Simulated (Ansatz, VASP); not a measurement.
**Two plane-wave programs on CdS**

```
Cd S
1.0
     0.00000    2.77450    2.77450
     2.77450    0.00000    2.77450
     2.77450    2.77450    0.00000
Cd S
1 1
Direct
  0.00000 0.00000 0.00000
  0.50000 0.50000 0.50000
```

Alike in both runs: task single point; functional PBE; k mesh 6 × 6 × 6; no spin polarisation.

```csv
,VASP,Ansatz
version,VASP 6.6.1,Ansatz 0.2.0
potentials or method,"VASP PAW PBE potentials, release 64 (Cd, S)","plane waves, PAW"
plane-wave cutoff (eV),520,420
occupations,"gaussian, width 0.01 eV",fixed
valence electrons in the cell,18,26
```

Ansatz gave:

```
gap on the k mesh at the Fermi level (eV) : 0.25
pressure (GPa)                            : -2.0
```

Q: Estimate VASP's values.

A: gap on the k mesh at the Fermi level (eV): 0.25; pressure (GPa): -1.6.

VASP's potentials hold 18 valence electrons a cell and Ansatz's 26, so a difference there can come from the potentials and not from the codes.
